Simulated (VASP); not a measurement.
W:

```xyz
1
Lattice="0.0000 2.0307 2.0307 2.0307 0.0000 2.0307 2.0307 2.0307 0.0000" Properties=species:S:1:pos:R:3 pbc="T T T"
W     0.0000    0.0000    0.0000
```

- Program: VASP 6.6.1
- Task: relaxation of cell and atoms
- Functional: PBEsol
- Potentials or basis: VASP PAW PBE potentials, release 64 (W_sv)
- Cutoff: 500 eV
- k mesh: 8 × 8 × 8
- Occupations: gaussian, width 0.1 eV
- Spin: no spin polarisation

At the start: pressure -12.1 GPa; volume 16.75 Å³/atom.

Problem. Where does the relaxation end?

Solution. Over 4 steps the energy falls by 27.5 meV/atom and the volume is 16.05 Å³/atom (-4.2 %); space group Fm-3m (No. 225, to 0.05 Å).

The path:
| step | energy change (eV) | largest force (eV/Å) | pressure (GPa) | volume (Å³) |
| --- | --- | --- | --- | --- |
| 1 | 0.0000 | 0.0000 | -12.07 | 16.75 |
| 2 | 0.3176 | 0.0000 | 58.09 | 13.87 |
| 3 | -0.0275 | 0.0000 | -0.56 | 16.07 |
| 4 | -0.0275 | 0.0000 | -0.09 | 16.05 |

Final structure:
```
W
1.0
     0.00000    2.00192    2.00192
     2.00192    0.00000    2.00192
     2.00192    2.00192    0.00000
W
1
Direct
  0.00000 0.00000 0.00000
```

Caveat: the PAW data sets were made with another functional, which shifts forces and pressure a little.
